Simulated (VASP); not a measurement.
**CuO2: single point with PBEsol**

CuO2:

```
Cu O
1.0
     1.41290   -4.84237    0.00000
     1.41290    4.84237    0.00000
     0.00000    0.00000    4.07860
Cu O
2 4
Direct
  0.15927 0.84073 0.75000
  0.84073 0.15927 0.25000
  0.79059 0.20941 0.75000
  0.20941 0.79059 0.25000
  0.53255 0.46745 0.75000
  0.46745 0.53255 0.25000
```

```json
{
 "Program": "VASP 6.6.1",
 "Task": "single point",
 "Functional": "PBEsol",
 "Potentials or basis": "VASP PAW PBE potentials, release 64 (Cu, O)",
 "Cutoff": "520 eV",
 "k mesh": "10 × 10 × 6",
 "Occupations": "fermi-dirac, width 0.05 eV",
 "Spin": "no spin polarisation"
}
```

```
Pressure               : 0.9 GPa
Largest force          : 0.155 eV/Å
Band gap on the k mesh : zero (bands 23 and 24 overlap by 0.61 eV)
```

Forces on the atoms (eV/Å):
```
Cu   0.000 -0.023  0.000
Cu   0.000  0.023  0.000
O    0.000 -0.087  0.000
O    0.000  0.087  0.000
O    0.000  0.155  0.000
O    0.000 -0.155  0.000
```

Stress tensor (GPa, compression positive):
```
 2.15  0.00  0.00
 0.00  1.26  0.00
 0.00  0.00 -0.60
```

Levels at points of the mesh, in eV from the Fermi level:
| k point | band 21 | band 22 | band 23 | band 24 | band 25 | band 26 |
| --- | --- | --- | --- | --- | --- | --- |
| (0.00, 0.00, 0.00) | -1.42 | -1.00 | -0.94 | 0.46 | 0.72 | 0.91 |
| (0.50, 0.00, 0.00) | -1.97 | -1.79 | -1.61 | 0.35 | 0.39 | 1.05 |
| (0.50, 0.50, 0.00) | -1.50 | -1.30 | -0.82 | 0.73 | 1.00 | 1.05 |
| (0.00, 0.00, 0.50) | -0.91 | -0.91 | 0.10 | 0.10 | 0.68 | 0.68 |
| (0.50, 0.00, 0.50) | -1.06 | -1.06 | 0.23 | 0.23 | 0.58 | 0.58 |
| (0.50, 0.50, 0.50) | -0.92 | -0.92 | 0.17 | 0.17 | 0.93 | 0.93 |

Wall time 4.7 min on 1 thread of AMD EPYC 9R45 96-Core Processor (Zen 5) (shared host), peak memory 0.29 GiB.

Caveat: the PAW data sets were made with another functional, which shifts forces and pressure a little; semilocal functionals often make such compounds metallic where correlation or magnetic order opens a gap, which also shifts bond lengths. With open d or f shells a metallic result of PBEsol can be an artefact of self-interaction; +U or a hybrid may open a gap.
